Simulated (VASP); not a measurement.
# Zn (P6_3/mmc) in VASP: relaxation of cell and atoms with LDA

Aim: the relaxation of cell and atoms of Zn with LDA.

All numbers are computed with VASP 6.6.1; they aren't measurements. Logs are shortened: lines on timing, memory, paths and dates and some standing lists are left out, and cuts for length are marked.

### Step 1. The cell of the first run

The structure is hexagonal, space group P6_3/mmc (No. 194). The conventional cell has a = 2.614 Å, b = 2.614 Å, c = 4.873 Å, α = 90.00°, β = 90.00°, γ = 120.00°. Zn (site symmetry -6m2) has 12 Zn at 2.61 to 2.87 Å within 3.4 Å.

### Step 2. Relaxation of cell and atoms, LDA

Contents of INCAR:

```
PREC = Accurate ; ENCUT = 600
EDIFF = 1E-6 ; ISMEAR = 0
SIGMA = 0.1 ; LREAL = F
LASPH = T ; NELM = 60
ALGO = Normal ; ISIF = 3
LWAVE = F ; LCHARG = F
GGA = CA ; IBRION = 2
NSW = 100 ; EDIFFG = -0.002
```

Contents of KPOINTS:

```
regular mesh
0
Gamma
  15 15 8
```

Contents of POSCAR:

```
Zn
1.0
    2.6143598000      0.0000000000      0.0000000000
   -1.3071799000      2.2641020000      0.0000000000
    0.0000000000      0.0000000000      4.8731610200
Zn
2
Direct
    0.3333333300      0.6666666700      0.2500000000
    0.6666666700      0.3333333300      0.7500000000
```

Potentials or basis: VASP PAW LDA potentials, release 64 (Zn).

Run with:

```sh
$ cat potpaw_LDA.64/Zn/POTCAR > POTCAR
$ mpirun -np 1 vasp_std > vasp.out
```

OUTCAR:

```text
PREC = Accurate
   ENCUT = 600
   EDIFF = 1E-6
   ISMEAR = 0
   LREAL = F
   LASPH = T
   NELM = 60
   ISIF = 3
   GGA = CA
   IBRION = 2
   NSW = 100
   EDIFFG = -0.002

 ion  position               nearest neighbor table
   1  0.333  0.667  0.250-   2 2.87   2 2.87   2 2.87   2 2.87   2 2.87   2 2.87
   2  0.667  0.333  0.750-   1 2.87   1 2.87   1 2.87   1 2.87   1 2.87   1 2.87

  LATTYP: Found a hexagonal cell.
 ALAT       =     2.6143598000
 C/A-ratio  =     1.8639978399

  Lattice vectors:

 A1 = (   2.6143598000,   0.0000000000,   0.0000000000)
 A2 = (  -1.3071799000,   2.2641020000,   0.0000000000)
 A3 = (   0.0000000000,   0.0000000000,   4.8731610200)

Analysis of symmetry for initial positions (statically):
=====================================================================
 Subroutine PRICEL returns:
 Original cell was already a primitive cell.

 Routine SETGRP: Setting up the symmetry group for a
 hexagonal supercell.

 Subroutine GETGRP returns: Found 24 space group operations
 (whereof 12 operations were pure point group operations)
 out of a pool of 24 trial point group operations.

The static configuration has the point symmetry D_3d.
 The point group associated with its full space group is D_6h.

Analysis of symmetry for dynamics (positions and initial velocities):
=====================================================================
 Subroutine PRICEL returns:
 Original cell was already a primitive cell.

 Routine SETGRP: Setting up the symmetry group for a
 hexagonal supercell.

 Subroutine GETGRP returns: Found 24 space group operations
 (whereof 12 operations were pure point group operations)
 out of a pool of 24 trial point group operations.

The dynamic configuration has the point symmetry D_3d.
 The point group associated with its full space group is D_6h.

 Subroutine INISYM returns: Found 24 space group operations
 (whereof 12 operations are pure point group operations),
 and found     1 'primitive' translations

----------------------------------------------------------------------------------------

                                     Primitive cell

  volume of cell :      28.8451

  direct lattice vectors                    reciprocal lattice vectors
     2.614359800  0.000000000  0.000000000     0.382502822  0.220838107  0.000000000
    -1.307179900  2.264102000  0.000000000     0.000000000  0.441676214  0.000000000
     0.000000000  0.000000000  4.873161020     0.000000000  0.000000000  0.205205614

  length of vectors
     2.614359800  2.614359799  4.873161020     0.441676214  0.441676214  0.205205614

  position of ions in fractional coordinates (direct lattice)
     0.333333330  0.666666670  0.250000000
     0.666666670  0.333333330  0.750000000

  ion indices of the primitive-cell ions
   primitive index   ion index
                 1           1
                 2           2

----------------------------------------------------------------------------------------

 KPOINTS: regular mesh

Automatic generation of k-mesh.
 Grid dimensions read from file:
 generate k-points for:   15   15    8

 Generating k-lattice:

  Cartesian coordinates                     Fractional coordinates (reciprocal lattice)
     0.025500188  0.014722540  0.000000000     0.066666667  0.000000000  0.000000000
     0.000000000  0.029445081  0.000000000     0.000000000  0.066666667  0.000000000
     0.000000000  0.000000000  0.025650702     0.000000000  0.000000000  0.125000000

  Length of vectors
     0.029445081  0.029445081  0.025650702

  Shift w.r.t. Gamma in fractional coordinates (k-lattice)
     0.000000000  0.000000000  0.000000000

 Subroutine IBZKPT returns following result:
 ===========================================

 Found    135 irreducible k-points:

 Following reciprocal coordinates:
            Coordinates               Weight
  0.000000  0.000000  0.000000      1.000000
  0.066667 -0.000000  0.000000      6.000000
  0.133333  0.000000  0.000000      6.000000
  0.200000  0.000000  0.000000      6.000000
  0.266667  0.000000  0.000000      6.000000
  0.333333  0.000000  0.000000      6.000000
[... 16 lines left out ...]
  0.333333  0.200000  0.000000     12.000000
  0.400000  0.200000  0.000000      6.000000
 [... further k-points ...]
   k-points           NKPTS =    135   k-points in BZ     NKDIM =    135   number of bands    NBANDS=     16
   number of dos      NEDOS =    301   number of ions     NIONS =      2
   total plane-waves  NPLWV =  23040
   dimension x,y,z NGX =    24 NGY =   24 NGZ =   40
   dimension x,y,z NGXF=    48 NGYF=   48 NGZF=   80
   ions per type =               2
   NGX,Y,Z   is equivalent  to a cutoff of  15.26, 15.26, 13.65 a.u.
   NGXF,Y,Z  is equivalent  to a cutoff of  30.52, 30.52, 27.29 a.u.
 SYSTEM =  unknown system
   PREC   = accura    normal or accurate (medium, high low for compatibility)
   ISTART =      0    job   : 0-new  1-cont  2-samecut
   ICHARG =      2    charge: 1-file 2-atom 10-const
   ISPIN  =      1    spin polarized calculation?
   LNONCOLLINEAR =      F non collinear calculations
   LSORBIT =      F    spin-orbit coupling
   LASPH  =      T    aspherical Exc in radial PAW
   ENCUT  =  600.0 eV  44.10 Ry    6.64 a.u.   5.22  5.22  9.73*2*pi/ulx,y,z
   NELM   =     60;   NELMIN=  2; NELMDL= -5     # of ELM steps
   EDIFF  = 0.1E-05   stopping-criterion for ELM
   LREAL  =      F    real-space projection
   EDIFFG = -.2E-02   stopping-criterion for IOM
   NSW    =    100    number of steps for IOM
   IBRION =      2    ionic relax: 0-MD 1-quasi-New 2-CG
   NFREE  =      1    steps in history (QN), initial steepest desc. (CG)
   ISIF   =      3    stress and relaxation
   ISYM   =      2    0-nonsym 1-usesym 2-fastsym
   POTIM  = 0.5000    time-step for ionic-motion
   TEBEG  =    0.0;   TEEND  =   0.0 temperature during run
   PSTRESS=    0.0 pullay stress
   NELECT =      24.0000    total number of electrons
   NUPDOWN=      -1.0000    fix difference up-down
   EMIN   =  10.00;   EMAX   =-10.00  energy-range for DOS
   EFERMI =   0.00;   METHOD = LEGACY
   ISMEAR =     0;   SIGMA  =   0.10  broadening in eV -4-tet -1-fermi 0-gaus
   EFERMI_NEDOS =   21; number of points for ismear=-14 and -15
   IALGO  =     38    algorithm
   IMIX   =      4    mixing-type and parameters
     AMIX     =   0.40;   BMIX     =  1.00
     AMIX_MAG =   1.60;   BMIX_MAG =  1.00
  volume/ion in A,a.u.               =      14.42        97.33
  Fermi-wavevector in a.u.,A,eV,Ry     =   1.539765  2.909735 32.257744  2.370877
  Thomas-Fermi vector in A             =   2.645947
   LORBIT       =      0    0 simple, 1 ext, 2 COOP (PROOUT), +10 PAW based schemes
   GGA     = CA    functional components
   LHFCALC =     F    Hartree Fock is set to
   AEXX    =    0.0000 exact exchange contribution
   IVDW    =     0    specifies the selected vdW correction
   LEPSILON=     F    determine dielectric tensor
   LRPA    =     F    only Hartree local field effects (RPA)
 conjugate gradient relaxation of ions
 non-spin polarized calculation
 Gauss-broadening in eV      SIGMA  =   0.10
  energy-cutoff  :      600.00
  volume of cell :       28.85
 maximum number of plane-waves:       974
 NGX is ok and might be reduce to    24
   NGX = 11   NGY = 11   NGZ = 19

--------------------------------------- Ionic step        1  -------------------------------------------

 number of electron      24.0000002 magnetization

 Free energy of the ion-electron system (eV)
  ---------------------------------------------------
  ext. energy  EPLUGINS =         0.00000000
  ---------------------------------------------------
  free energy    TOTEN  =        -3.73246340 eV

  energy without entropy =       -3.73140744  energy(sigma->0) =       -3.73193542

------------------------ aborting loop because EDIFF is reached ----------------------------------------

  FORCE on cell =-STRESS in cart. coord.  units (eV):
  Direction    XX          YY          ZZ          XY          YZ          ZX
  --------------------------------------------------------------------------------------
  -------------------------------------------------------------------------------------
  Total       -1.1704699     -1.1704699     -0.2715687      0.0000000     -0.0000000      0.0000000
  in kB      -65.0127770    -65.0127769    -15.0840592      0.0000000     -0.0000000      0.0000000
  external PRESSURE =     -48.3698710 kB  Pullay stress =       0.0000000 kB
[... 89 lines left out ...]
  FREE ENERGIE OF THE ION-ELECTRON SYSTEM (eV)
  ---------------------------------------------------
  free  energy   TOTEN  =        -3.7606300217 eV

  energy  without entropy=       -3.7602834695  energy(sigma->0) =       -3.76045675

[... ionic steps 4 to 16 ...]

--------------------------------------- Ionic step       17  -------------------------------------------

 number of electron      23.9999979 magnetization

------------------------ aborting loop because EDIFF is reached ----------------------------------------

  FORCE on cell =-STRESS in cart. coord.  units (eV):
  Direction    XX          YY          ZZ          XY          YZ          ZX
  --------------------------------------------------------------------------------------
  -------------------------------------------------------------------------------------
  Total       -0.0087936     -0.0087936     -0.0126975      0.0000000     -0.0000000      0.0000000
  in kB       -0.5117933     -0.5117933     -0.7390053      0.0000000     -0.0000000      0.0000000
  external PRESSURE =      -0.5875306 kB  Pullay stress =       0.0000000 kB
[... 57 lines left out ...]
  energy  without entropy=       -3.7604323873  energy(sigma->0) =       -3.76066479

--------------------------------------- Ionic step       19  -------------------------------------------

 number of electron      23.9999979 magnetization

 Free energy of the ion-electron system (eV)
  ---------------------------------------------------
  ext. energy  EPLUGINS =         0.00000000
  ---------------------------------------------------
  free energy    TOTEN  =        -3.76089721 eV

  energy without entropy =       -3.76043246  energy(sigma->0) =       -3.76066484

 E-fermi :   3.5784     XC(G=0): -12.4195

 val. band max:        3.4887816482   @ k =   0.2667   0.2667   0.2500
 cond. band min:       3.5831240494   @ k =   0.0000   0.0000   0.2500
 fundamental gap:      0.0943424012
 Fermi energy:         3.5784254476

 k-point     1 :       0.0000    0.0000    0.0000
  band No.  band energies     occupation
      1      -7.6020      2.00000
      2      -5.6032      2.00000
      3      -4.7394      2.00000
      4      -4.4255      2.00000
      5      -4.4255      2.00000
      6      -4.3720      2.00000
[... 8 lines left out ...]
     15      21.2460      0.00000
     16      22.8673      0.00000
[... 420 lines left out ...]
  band No.  band energies     occupation
      1      -4.9890      2.00000
      2      -4.9084      2.00000
      3      -4.8609      2.00000
      4      -4.4350      2.00000
      5      -4.3566      2.00000
      6      -4.2255      2.00000
[... 8 lines left out ...]
     15       8.3750      0.00000
     16       9.0033      0.00000

 [... further k-points ...]

------------------------ aborting loop because EDIFF is reached ----------------------------------------

  FORCE on cell =-STRESS in cart. coord.  units (eV):
  Direction    XX          YY          ZZ          XY          YZ          ZX
  --------------------------------------------------------------------------------------
  -------------------------------------------------------------------------------------
  Total       -0.0012071     -0.0012071     -0.0027141      0.0000000      0.0000000      0.0000000
  in kB       -0.0702547     -0.0702547     -0.1579649      0.0000000      0.0000000      0.0000000
  external PRESSURE =      -0.0994914 kB  Pullay stress =       0.0000000 kB
[... 17 lines left out ...]
  FREE ENERGIE OF THE ION-ELECTRON SYSTEM (eV)
  ---------------------------------------------------
  free  energy   TOTEN  =        -3.7608972117 eV

  energy  without entropy=       -3.7604324611  energy(sigma->0) =       -3.76066484

 reached required accuracy - stopping structural energy minimisation
```

Wall time 3.7 min (1 thread of Intel Xeon 6975P-C (Granite Rapids), shared host); peak memory 0.19 GiB.

Results:

| Quantity | Value |
| --- | --- |
| Free energy | -3.7609 eV |
| Relaxed volume | 13.76 Å³/atom |
| Relaxed cell | a = 2.555 Å, b = 2.555 Å, c = 4.870 Å, α = 90.00°, β = 90.00°, γ = 120.00° |
| Space group after relaxing (to 0.05 Å) | P6_3/mmc (No. 194) |
| Energy gained by relaxing | 14.2 meV/atom |
| Ionic steps | 19 |
| Pressure after relaxing | 0.0 GPa |
| Band gap on the k mesh | zero (band 12 reaches 5.35 eV, above the bottom of band 13 at 0.31 eV) |

Step by step:
| step | energy change (eV) | largest force (eV/Å) | pressure (GPa) | volume (Å³) |
| --- | --- | --- | --- | --- |
| 1 | 0.0000 | 0.0000 | -4.84 | 28.85 |
| 2 | -0.0258 | 0.0000 | 1.78 | 27.06 |
| 3 | -0.0282 | 0.0000 | 0.19 | 27.43 |
| 4 | -0.0282 | 0.0000 | 0.11 | 27.46 |
| 5 | -0.0284 | 0.0000 | 0.10 | 27.51 |
| 6 | -0.0284 | 0.0000 | 0.02 | 27.55 |
| 7 | -0.0284 | 0.0000 | -0.06 | 27.54 |
| 8 | -0.0284 | 0.0000 | 0.14 | 27.53 |
| 9 | -0.0284 | 0.0000 | -0.17 | 27.54 |
| 10 | -0.0284 | 0.0000 | 0.04 | 27.53 |
| 11 | -0.0284 | 0.0000 | -0.01 | 27.54 |
| 12 | -0.0284 | 0.0000 | -0.05 | 27.54 |
| 13 | -0.0284 | 0.0000 | 0.05 | 27.52 |
| 14 | -0.0284 | 0.0000 | 0.03 | 27.53 |
| 15 | -0.0284 | 0.0000 | -0.04 | 27.53 |
| 16 | -0.0284 | 0.0000 | 0.03 | 27.53 |
| 17 | -0.0284 | 0.0000 | -0.06 | 27.53 |
| 18 | -0.0284 | 0.0000 | 0.04 | 27.53 |
| 19 | -0.0284 | 0.0000 | -0.01 | 27.53 |

Final structure:
```
CELL_PARAMETERS angstrom
2.55486 0.00000 0.00000
-1.27743 2.21257 0.00000
0.00000 0.00000 4.86980
ATOMIC_POSITIONS crystal
Zn 0.33333 0.66667 0.25000
Zn 0.66667 0.33333 0.75000
```

Levels at points of the mesh, in eV from the Fermi level:
```csv
k point,band 10,band 11,band 12,band 13,band 14,band 15
"(0.00, 0.00, 0.00)",-7.28,-7.28,-4.19,-3.27,13.58,17.67
"(0.00, 0.00, 0.50)",-7.38,-7.38,-7.38,4.43,4.43,20.64
```
